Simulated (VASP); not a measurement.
Write the native input for VASP 6.6.1 that does the following.

- Task: relaxation of cell and atoms
- Functional: PBE
- Potentials or basis: VASP PAW PBE potentials, release 64 (Si, Ge_d)
- Cutoff: 600 eV
- k mesh: 12 × 12 × 12
- Occupations: gaussian, width 0.1 eV
- Spin: no spin polarisation
- Dipole correction: no
- Further INCAR settings: ALGO = Normal; EDIFF = 1e-07; IBRION = 2; EDIFFG = -0.01; NSW = 100; ISIF = 3

The structure of Si3Ge lies in POSCAR:

```
Si3Ge
1.0
    2.4658268458      1.4236457932      4.3442019988
   -2.4658268458      1.4236457932      4.3442019988
    0.0000000000     -2.8472915864      4.3442019988
Si Ge
3 1
Direct
    0.0000000000      0.0000000000      0.5000000000
    0.5000000000      0.0000000000      0.0000000000
    0.0000000000      0.5000000000      0.0000000000
    0.0000000000      0.0000000000      0.0000000000
```

The cell was generated, and may not be a known phase.

These files were run (other wordings do the same):

INCAR

```
SYSTEM = Si3Ge
ALGO     = Normal         ! electronic algorithm
EDIFF    = 1E-7           ! SCF threshold, eV
EDIFFG   = -0.01          ! ionic threshold
ENCUT    = 600            ! plane-wave cutoff, eV
GGA      = PE             ! functional
IBRION   = 2              ! ionic algorithm
ISIF     = 3              ! what is computed and relaxed
ISMEAR   = 0              ! smearing method
LASPH    = .TRUE.         ! aspherical terms in the spheres
LCHARG   = .FALSE.        ! write CHGCAR
LREAL    = .FALSE.        ! projectors in reciprocal space
LWAVE    = .FALSE.        ! write WAVECAR
NELM     = 100            ! most SCF steps
NSW      = 100            ! ionic steps
PREC     = Accurate       ! precision mode
SIGMA    = 0.1            ! smearing width, eV
```

KPOINTS

```
k-points
0
G
  12 12 12
  0 0 0
```

Potentials or basis: VASP PAW PBE potentials, release 64 (Si, Ge_d).

Run with:

```sh
$ cat potpaw_PBE.64/Si/POTCAR potpaw_PBE.64/Ge_d/POTCAR > POTCAR
$ mpirun -np 1 vasp_std > vasp.out
```

It gave:

```json
{"Energy gained by relaxing": "0.6 meV/atom", "Ionic steps": "5", "Pressure after relaxing": "0.0 GPa", "Band gap on the k mesh": "zero (bands 13 and 14 overlap by 2.08 eV)"}
```

Wall time 11 min on 1 thread of Intel(R) Xeon(R) 6975P-C (Granite Rapids), on a shared host, peak memory 0.51 GiB.
